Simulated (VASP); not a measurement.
Set up this calculation in VASP 6.6.1, as the native input.

```yaml
Task: single point
Functional: PBE
Potentials_or_basis: VASP PAW PBE potentials, release 64 (Sr_sv, Sc_sv)
Cutoff: 520 eV
k_mesh: 7 × 7 × 7
Occupations: fermi-dirac, width 0.05 eV
Spin: no spin polarisation
Dipole_correction: no
Further_INCAR_settings: ALGO = Fast; EDIFF = 1e-06; NBANDS = 28
```

The structure of Sr3Sc lies in POSCAR:

```
Sr3Sc
1.0
   -2.7813170000      2.7813170000      5.7867300000
    2.7813170000     -2.7813170000      5.7867300000
    2.7813170000      2.7813170000     -5.7867300000
Sr Sc
3 1
Direct
    0.5000000000      0.5000000000      0.0000000000
    0.2500000000      0.7500000000      0.5000000000
    0.7500000000      0.2500000000      0.5000000000
    0.0000000000      0.0000000000      0.0000000000
```

One way to write it, as run:

INCAR

```
  PREC = Accurate
  ENCUT = 520
  EDIFF = 1E-6
  ISMEAR = -1
  SIGMA = 0.05
  LREAL = False
  LASPH = True
  NELM = 60
  ALGO = Fast
  ISIF = 2
  LWAVE = False
  LCHARG = True
  GGA = PE
  LELF = True
  LVHAR = True
  NBANDS = 28
```

KPOINTS

```
regular mesh
0
Gamma
  7 7 7
```

Potentials or basis: VASP PAW PBE potentials, release 64 (Sr_sv, Sc_sv).

The run is started by

```bash
$ cat potpaw_PBE.64/Sr_sv/POTCAR potpaw_PBE.64/Sc_sv/POTCAR > POTCAR
$ mpirun -np 1 vasp_std > vasp.out
```

Results of the run:

- Pressure: 0.0 GPa

Run time: 17 min on 1 thread of Intel(R) Xeon(R) Platinum 8488C (Sapphire Rapids), on a shared host, peak memory 0.51 GiB.
